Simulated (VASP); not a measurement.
# CdS (P1) in VASP: further runs

Runs on CdS. Level: PBE. Tasks: single point.

All numbers are computed with VASP 6.6.1; they aren't measurements. Logs are shortened: lines on timing, memory, paths and dates and some standing lists are left out, and cuts for length are marked.

### Step 1. The cell of the first run

The typed cell holds 8 atoms: a = 4.197 Å, b = 4.197 Å, c = 14.222 Å, α = 75.03°, β = 77.21°, γ = 60.00°.

### Step 2. Single point, PBE

INCAR

```
SYSTEM = CdS
  PREC = Accurate
  ENCUT = 520
  EDIFF = 1E-7
  ISMEAR = 0
  SIGMA = 0.05
  LREAL = .FALSE.
  LASPH = .TRUE.
  NELM = 80
  ALGO = Normal
  ISIF = 2
  LWAVE = .FALSE.
  LCHARG = .FALSE.
  GGA = PE
  NBANDS = 46
```

KPOINTS

```
Automatic mesh
0
G
  7 7 2
  0 0 0
```

POSCAR

```
CdS
1.0
   -2.0985806452     -3.6348483013      0.0000000000
    2.0985806452     -3.6348483013      0.0000000000
    0.5246451613     -3.9377523264     13.6554617430
Cd S
4 4
Direct
    0.2892382275      0.0627811639      0.9058282541
    0.4975715608      0.3961144973      0.4058282541
    0.2684048941      0.2294478306      0.1558282541
    0.0600715608     -0.1038855027      0.6558282541
    0.6274284392      0.6038855027      0.0941717459
    0.4190951059      0.2705521694      0.5941717459
    0.1899284392      0.1038855027      0.3441717459
   -0.0184048941     -0.2294478306      0.8441717459
```

Potentials or basis: VASP PAW PBE potentials, release 64 (Cd, S).

The run is started by

```console
cat potpaw_PBE.64/Cd/POTCAR potpaw_PBE.64/S/POTCAR > POTCAR
mpirun -np 1 vasp_std > vasp.out
```

OUTCAR:

```text
SYSTEM = CdS
   PREC = Accurate
   ENCUT = 520
   EDIFF = 1E-7
   ISMEAR = 0
   LREAL = .FALSE.
   LASPH = .TRUE.
   NELM = 80
   ISIF = 2
   GGA = PE

 ion  position               nearest neighbor table
   1  0.289  0.063  0.906-   8 2.57   8 2.57   8 2.57   5 3.03   3 3.77
   2  0.498  0.396  0.406-   7 2.57   7 2.57   7 2.57   6 2.57
   3  0.268  0.229  0.156-   5 2.57   5 2.57   5 2.57   7 2.57   1 3.77
   4  0.060  0.896  0.656-   6 2.57   6 2.57   6 2.57   8 2.57
   5  0.627  0.604  0.094-   3 2.57   3 2.57   3 2.57   1 3.03
   6  0.419  0.271  0.594-   4 2.57   4 2.57   4 2.57   2 2.57
   7  0.190  0.104  0.344-   2 2.57   2 2.57   2 2.57   3 2.57
   8  0.982  0.771  0.844-   1 2.57   1 2.57   1 2.57   4 2.57

  LATTYP: Found a triclinic cell.
 ALAT       =     4.1971612904
 B/A-ratio  =     1.7320508076
 C/A-ratio  =     3.3137730284
 COS(alpha) =     0.0217784329
 COS(beta)  =     0.1131640570
 COS(gamma) =     0.8660254038

  Lattice vectors:

 A1 = (  -2.0985806452,   3.6348483013,   0.0000000000)
 A2 = (   0.0000000000,   7.2696966026,   0.0000000000)
 A3 = (  -2.6232258065,   0.3029040251, -13.6554617430)

Analysis of symmetry for initial positions (statically):
=====================================================================
 Subroutine PRICEL returns:
 Original cell was already a primitive cell.

 Routine SETGRP: Setting up the symmetry group for a
 triclinic supercell.

 Subroutine GETGRP returns: Found  1 space group operations
 (whereof  1 operations were pure point group operations)
 out of a pool of  2 trial point group operations.

The static configuration has the point symmetry C_1 .

Analysis of symmetry for dynamics (positions and initial velocities):
=====================================================================
 Subroutine PRICEL returns:
 Original cell was already a primitive cell.

 Routine SETGRP: Setting up the symmetry group for a
 triclinic supercell.

 Subroutine GETGRP returns: Found  1 space group operations
 (whereof  1 operations were pure point group operations)
 out of a pool of  2 trial point group operations.

The dynamic configuration has the point symmetry C_1 .

 Subroutine INISYM returns: Found  1 space group operations
 (whereof  1 operations are pure point group operations),
 and found     1 'primitive' translations

[... 111 lines left out ...]
   NFREE  =      0    steps in history (QN), initial steepest desc. (CG)
   ISIF   =      2    stress and relaxation
   ISYM   =      2    0-nonsym 1-usesym 2-fastsym
   POTIM  = 0.5000    time-step for ionic-motion
   TEBEG  =    0.0;   TEEND  =   0.0 temperature during run
   PSTRESS=    0.0 pullay stress
   NELECT =      72.0000    total number of electrons
   NUPDOWN=      -1.0000    fix difference up-down
   EMIN   =  10.00;   EMAX   =-10.00  energy-range for DOS
   EFERMI =   0.00;   METHOD = LEGACY
   ISMEAR =     0;   SIGMA  =   0.05  broadening in eV -4-tet -1-fermi 0-gaus
   EFERMI_NEDOS =   21; number of points for ismear=-14 and -15
   IALGO  =     38    algorithm
   IMIX   =      4    mixing-type and parameters
     AMIX     =   0.40;   BMIX     =  1.00
     AMIX_MAG =   1.60;   BMIX_MAG =  1.00
  volume/ion in A,a.u.               =      26.04       175.73
  Fermi-wavevector in a.u.,A,eV,Ry     =   1.148866  2.171043 17.958250  1.319894
  Thomas-Fermi vector in A             =   2.285539
   LORBIT       =      0    0 simple, 1 ext, 2 COOP (PROOUT), +10 PAW based schemes
   GGA     = PE    functional components
   LHFCALC =     F    Hartree Fock is set to
   AEXX    =    0.0000 exact exchange contribution
   IVDW    =     0    specifies the selected vdW correction
   LEPSILON=     F    determine dielectric tensor
   LRPA    =     F    only Hartree local field effects (RPA)
 non-spin polarized calculation
 Gauss-broadening in eV      SIGMA  =   0.05
  energy-cutoff  :      520.00
  volume of cell :      208.33
 maximum number of plane-waves:      5644
   NGX = 15   NGY = 15   NGZ = 53

 number of electron      72.0000007 magnetization

 Free energy of the ion-electron system (eV)
  ---------------------------------------------------
  ext. energy  EPLUGINS =         0.00000000
  ---------------------------------------------------
  free energy    TOTEN  =       -24.10890731 eV

  energy without entropy =      -24.10890731  energy(sigma->0) =      -24.10890731

 E-fermi :   1.3516     XC(G=0):  -8.9526

 val. band max:        1.0932844757   @ k =   0.0000   0.0000   0.0000
 cond. band min:       1.7883039994   @ k =   0.0000   0.0000   0.0000
 fundamental gap:      0.6950195237
 Fermi energy:         1.3516110088

 k-point     1 :       0.0000    0.0000    0.0000
  band No.  band energies     occupation
      1     -11.3442      2.00000
      2     -11.0306      2.00000
      3     -10.8097      2.00000
      4     -10.4725      2.00000
      5      -6.9883      2.00000
      6      -6.9719      2.00000
[... 1165 lines left out ...]
     45       7.4512      0.00000
     46       7.7899      0.00000

 [... further k-points ...]

------------------------ aborting loop because EDIFF is reached ----------------------------------------

  FORCE on cell =-STRESS in cart. coord.  units (eV):
  Direction    XX          YY          ZZ          XY          YZ          ZX
  --------------------------------------------------------------------------------------
  -------------------------------------------------------------------------------------
  Total       -1.1497074     -0.1423568      0.3572838      0.2217355      0.6605001      1.3181782
  in kB       -8.8419807     -1.0948140      2.7477398      1.7052868      5.0796660     10.1376281
  external PRESSURE =      -2.3963517 kB  Pullay stress =       0.0000000 kB

 VOLUME and BASIS-vectors are now :
 -----------------------------------------------------------------------------
  energy-cutoff  :      520.00
  volume of cell :      208.33
      direct lattice vectors                 reciprocal lattice vectors
    -2.098580645 -3.634848301  0.000000000    -0.238256272 -0.137557322 -0.030512822
     2.098580645 -3.634848301  0.000000000     0.238256272 -0.137557322 -0.048820514
     0.524645161 -3.937752326 13.655461743     0.000000000  0.000000000  0.073230772

 POSITION                                       TOTAL-FORCE (eV/Angst)
 -----------------------------------------------------------------------------------
     -0.00000     -4.84646     12.36950        -0.222719     -0.007051      0.278728
      0.00000     -4.84646      5.54177         0.000193     -0.002471     -0.143368
      0.00000     -2.42323      2.12791        -0.071330     -0.133898      0.077207
      2.09858     -6.05808      8.95564        -0.020425     -0.019861     -0.142055
     -0.00000     -4.84646      1.28596         0.459064      0.299034     -0.420974
     -0.00000     -4.84646      8.11369        -0.004464     -0.008525      0.122649
     -0.00000     -2.42323      4.69982         0.021515      0.018121      0.148577
     -0.00000     -9.69293     11.52755        -0.161835     -0.145350      0.079236
 -----------------------------------------------------------------------------------
    total drift:                               -0.000062     -0.000551     -0.000747

  FREE ENERGIE OF THE ION-ELECTRON SYSTEM (eV)
  ---------------------------------------------------
  free  energy   TOTEN  =       -24.1089073099 eV

  energy  without entropy=      -24.1089073099  energy(sigma->0) =      -24.10890731
```

OSZICAR:

```text
N       E                     dE             d eps       ncg     rms          rms(c)
DAV:   1     0.514212329941E+03    0.51421E+03   -0.34893E+04  4600   0.143E+03
DAV:   2     0.854365998851E+01   -0.50567E+03   -0.49078E+03  5030   0.355E+02
DAV:   3    -0.259687193838E+02   -0.34512E+02   -0.34281E+02  5428   0.892E+01
DAV:   4    -0.264813627052E+02   -0.51264E+00   -0.51187E+00  5294   0.104E+01
DAV:   5    -0.264899084370E+02   -0.85457E-02   -0.85447E-02  5428   0.136E+00    0.144E+01
DAV:   6    -0.241572820771E+02    0.23326E+01   -0.49418E+00  5788   0.162E+01    0.116E+01
DAV:   7    -0.241281901191E+02    0.29092E-01   -0.18760E+00  5200   0.597E+00    0.494E+00
DAV:   8    -0.241113886095E+02    0.16802E-01   -0.30347E-01  5094   0.390E+00    0.898E-01
DAV:   9    -0.241085343487E+02    0.28543E-02   -0.49082E-02  5314   0.197E+00    0.309E-01
DAV:  10    -0.241085134091E+02    0.20940E-04   -0.40057E-03  5208   0.533E-01    0.182E-01
DAV:  11    -0.241088153674E+02   -0.30196E-03   -0.76001E-04  5466   0.132E-01    0.971E-02
DAV:  12    -0.241088966790E+02   -0.81312E-04   -0.38796E-04  5268   0.102E-01    0.233E-02
DAV:  13    -0.241089036714E+02   -0.69924E-05   -0.44802E-05  5286   0.366E-02    0.102E-02
DAV:  14    -0.241089066219E+02   -0.29505E-05   -0.33626E-06  5286   0.101E-02    0.520E-03
DAV:  15    -0.241089073734E+02   -0.75155E-06   -0.92719E-07  4688   0.494E-03    0.273E-03
DAV:  16    -0.241089073099E+02    0.63527E-07   -0.23647E-07  4124   0.265E-03
   1 F= -.24108907E+02 E0= -.24108907E+02  d E =-.735410E-15
```

stdout:

```text
POSCAR found type information on POSCAR CdS
 POSCAR found :  2 types and       8 ions
 scaLAPACK will be used
 LDA part: xc-table for (Slater+PW92), standard interpolation
 POSCAR, INCAR and KPOINTS ok, starting setup
 FFT: planning ... GRIDC
 FFT: planning ... GRID_SOFT
 FFT: planning ... GRID
 WAVECAR not read
 entering main loop
```

It took 5.6 min on 1 thread of Intel Xeon 6975P-C (Granite Rapids), shared host; peak memory 0.53 GiB.

What came out:

- Free energy: -24.1089 eV
- Pressure: -0.2 GPa
- Largest force: 0.691 eV/Å
- Band gap on the k mesh: 0.69 eV

Forces on the atoms (eV/Å):
```
Cd  -0.223 -0.007  0.279
Cd   0.000 -0.002 -0.143
Cd  -0.071 -0.134  0.077
Cd  -0.020 -0.020 -0.142
S    0.459  0.299 -0.421
S   -0.004 -0.009  0.123
S    0.022  0.018  0.149
S   -0.162 -0.145  0.079
```

Stress tensor (GPa, compression positive):
```
-0.88  0.17  1.01
 0.17 -0.11  0.51
 1.01  0.51  0.27
```

Levels at points of the mesh, in eV from the valence-band top:
```csv
k point,band 32,band 33,band 34,band 35,band 36,band 37,band 38,band 39,band 40,band 41
"(0.00, 0.00, 0.00)",-0.38,-0.36,-0.16,-0.08,0.00,0.70,2.25,2.60,2.70,5.47
"(0.00, 0.00, 0.50)",-0.61,-0.41,-0.35,-0.10,-0.07,1.33,1.88,2.55,2.80,5.73
```

### Step 3. Single point, PBE

This run uses another cell than the first one, of the same volume but with other edges.

INCAR

```
ALGO = Normal
EDIFF = 1E-6
ENCUT = 520
GGA = PE
ISIF = 2
ISMEAR = 0
LASPH = True
LCHARG = False
LREAL = False
LWAVE = False
NBANDS = 46
NELM = 100
PREC = Accurate
SIGMA = 0.05
```

KPOINTS

```
k-points
0
Gamma
  7 7 2
```

POSCAR

```
CdS
1.0
   -2.0985806452     -3.6348483013      0.0000000000
    2.0985806452     -3.6348483013      0.0000000000
    0.1748817204     -2.1203281757     13.6554617430
Cd S
4 4
Direct
    0.4402096031      0.3647239153      0.9058282541
    0.5652096031      0.5313905820      0.4058282541
    0.2943762698      0.2813905820      0.1558282541
    0.1693762698      0.1147239153      0.6558282541
    0.6431237302      0.6352760847      0.0941717459
    0.5181237302      0.4686094180      0.5941717459
    0.2472903969      0.2186094180      0.3441717459
    0.1222903969      0.0519427514      0.8441717459
```

Potentials or basis: VASP PAW PBE potentials, release 64 (Cd, S).

The run is started by

```console
cat potpaw_PBE.64/Cd/POTCAR potpaw_PBE.64/S/POTCAR > POTCAR
mpirun -np 1 vasp_std > vasp.out
```

OUTCAR:

```text
EDIFF = 1E-6
   ENCUT = 520
   GGA = PE
   ISIF = 2
   ISMEAR = 0
   LASPH = True
   LREAL = False
   NELM = 100
   PREC = Accurate

 ion  position               nearest neighbor table
   1  0.440  0.365  0.906-   8 2.57   8 2.57   8 2.57   3 3.43
   2  0.565  0.531  0.406-   7 2.57   7 2.57   7 2.57   6 2.57
   3  0.294  0.281  0.156-   5 2.57   5 2.57   5 2.57   7 2.57   1 3.43
   4  0.169  0.115  0.656-   6 2.57   6 2.57   6 2.57   8 2.57
   5  0.643  0.635  0.094-   3 2.57   3 2.57   3 2.57
   6  0.518  0.469  0.594-   4 2.57   4 2.57   4 2.57   2 2.57
   7  0.247  0.219  0.344-   2 2.57   2 2.57   2 2.57   3 2.57
   8  0.122  0.052  0.844-   1 2.57   1 2.57   1 2.57   4 2.57

  LATTYP: Found a triclinic cell.
 ALAT       =     4.1971612904
 B/A-ratio  =     1.0000000000
 C/A-ratio  =     3.4291208001
 COS(alpha) =     0.0121508308
 COS(beta)  =     0.2794691086
 COS(gamma) =     0.5000000000

  Lattice vectors:

 A1 = (   4.1971612904,   0.0000000000,   0.0000000000)
 A2 = (   2.0985806452,  -3.6348483013,   0.0000000000)
 A3 = (   4.0222795700,   2.1203281757, -13.6554617430)

[... 192 lines left out ...]

 k-point     1 :       0.0000    0.0000    0.0000
  band No.  band energies     occupation
      1     -11.3891      2.00000
      2     -11.0871      2.00000
      3     -10.8116      2.00000
      4     -10.3795      2.00000
      5      -7.0384      2.00000
      6      -7.0287      2.00000
[... 1165 lines left out ...]
     45       7.4723      0.00000
     46       7.6531      0.00000

 [... further k-points ...]

------------------------ aborting loop because EDIFF is reached ----------------------------------------

  FORCE on cell =-STRESS in cart. coord.  units (eV):
  Direction    XX          YY          ZZ          XY          YZ          ZX
  --------------------------------------------------------------------------------------
  -------------------------------------------------------------------------------------
  Total       -0.4442393     -1.2281345      0.0011648      0.2014153      0.3236275      0.0138986
  in kB       -3.4164826     -9.4451352      0.0089584      1.5490114      2.4889010      0.1068889
  external PRESSURE =      -4.2842198 kB  Pullay stress =       0.0000000 kB

 VOLUME and BASIS-vectors are now :
 -----------------------------------------------------------------------------
  energy-cutoff  :      520.00
  volume of cell :      208.33
      direct lattice vectors                 reciprocal lattice vectors
    -2.098580645 -3.634848301  0.000000000    -0.238256272 -0.137557322 -0.018307693
     2.098580645 -3.634848301  0.000000000     0.238256272 -0.137557322 -0.024410257
     0.174881720 -2.120328176 13.655461743     0.000000000  0.000000000  0.073230772

 POSITION                                       TOTAL-FORCE (eV/Angst)
 -----------------------------------------------------------------------------------
      0.00000     -4.84646     12.36950        -0.040617     -0.117837      0.154803
      0.00000     -4.84646      5.54177         0.000522      0.001368     -0.189614
      0.00000     -2.42323      2.12791         0.032850      0.039519      0.083338
     -0.00000     -2.42323      8.95564         0.003125      0.000068     -0.173494
     -0.00000     -4.84646      1.28596        -0.018097      0.073782     -0.531506
     -0.00000     -4.84646      8.11369         0.001748      0.001906      0.165577
     -0.00000     -2.42323      4.69982        -0.002356      0.000937      0.183924
     -0.00000     -2.42323     11.52755         0.022825      0.000257      0.306972
 -----------------------------------------------------------------------------------
    total drift:                                0.000617     -0.000001     -0.000157

  FREE ENERGIE OF THE ION-ELECTRON SYSTEM (eV)
  ---------------------------------------------------
  free  energy   TOTEN  =       -24.0434681158 eV

  energy  without entropy=      -24.0434681158  energy(sigma->0) =      -24.04346812
```

OSZICAR:

```text
N       E                     dE             d eps       ncg     rms          rms(c)
DAV:   1     0.517513977422E+03    0.51751E+03   -0.34824E+04  4600   0.143E+03
DAV:   2     0.797131718650E+01   -0.50954E+03   -0.49522E+03  5116   0.356E+02
DAV:   3    -0.259551956104E+02   -0.33927E+02   -0.33716E+02  5410   0.889E+01
DAV:   4    -0.264414678566E+02   -0.48627E+00   -0.48553E+00  5304   0.103E+01
DAV:   5    -0.264502244589E+02   -0.87566E-02   -0.87556E-02  5464   0.137E+00    0.143E+01
DAV:   6    -0.240960859220E+02    0.23541E+01   -0.49399E+00  5796   0.163E+01    0.115E+01
DAV:   7    -0.240623835297E+02    0.33702E-01   -0.18551E+00  5194   0.614E+00    0.503E+00
DAV:   8    -0.240461725127E+02    0.16211E-01   -0.30436E-01  5092   0.392E+00    0.906E-01
DAV:   9    -0.240430896719E+02    0.30828E-02   -0.48526E-02  5430   0.195E+00    0.318E-01
DAV:  10    -0.240430797167E+02    0.99552E-05   -0.37355E-03  5324   0.490E-01    0.184E-01
DAV:  11    -0.240434012097E+02   -0.32149E-03   -0.83222E-04  5346   0.145E-01    0.802E-02
DAV:  12    -0.240434538533E+02   -0.52644E-04   -0.32241E-04  5368   0.102E-01    0.194E-02
DAV:  13    -0.240434652861E+02   -0.11433E-04   -0.42113E-05  5166   0.365E-02    0.791E-03
DAV:  14    -0.240434675471E+02   -0.22610E-05   -0.38974E-06  4292   0.115E-02    0.440E-03
DAV:  15    -0.240434681158E+02   -0.56863E-06   -0.75632E-07  3680   0.494E-03
   1 F= -.24043468E+02 E0= -.24043468E+02  d E =-.168790E-11
```

stdout:

```text
POSCAR found type information on POSCAR CdS
 POSCAR found :  2 types and       8 ions
 scaLAPACK will be used
 LDA part: xc-table for (Slater+PW92), standard interpolation
 POSCAR, INCAR and KPOINTS ok, starting setup
 FFT: planning ... GRIDC
 FFT: planning ... GRID_SOFT
 FFT: planning ... GRID
 WAVECAR not read
 entering main loop
```

It took 4.6 min on 1 thread of Intel Xeon Platinum 8488C (Sapphire Rapids), shared host; peak memory 0.54 GiB.

What came out:

```yaml
Free_energy: -24.0435 eV
Pressure: -0.4 GPa
Largest_force: 0.537 eV/Å
Band_gap_on_the_k_mesh: 0.63 eV
```

Forces in eV/Å, atoms in the order of the input:
```
Cd  -0.041 -0.118  0.155
Cd   0.001  0.001 -0.190
Cd   0.033  0.040  0.083
Cd   0.003  0.000 -0.173
S   -0.018  0.074 -0.532
S    0.002  0.002  0.166
S   -0.002  0.001  0.184
S    0.023  0.000  0.307
```
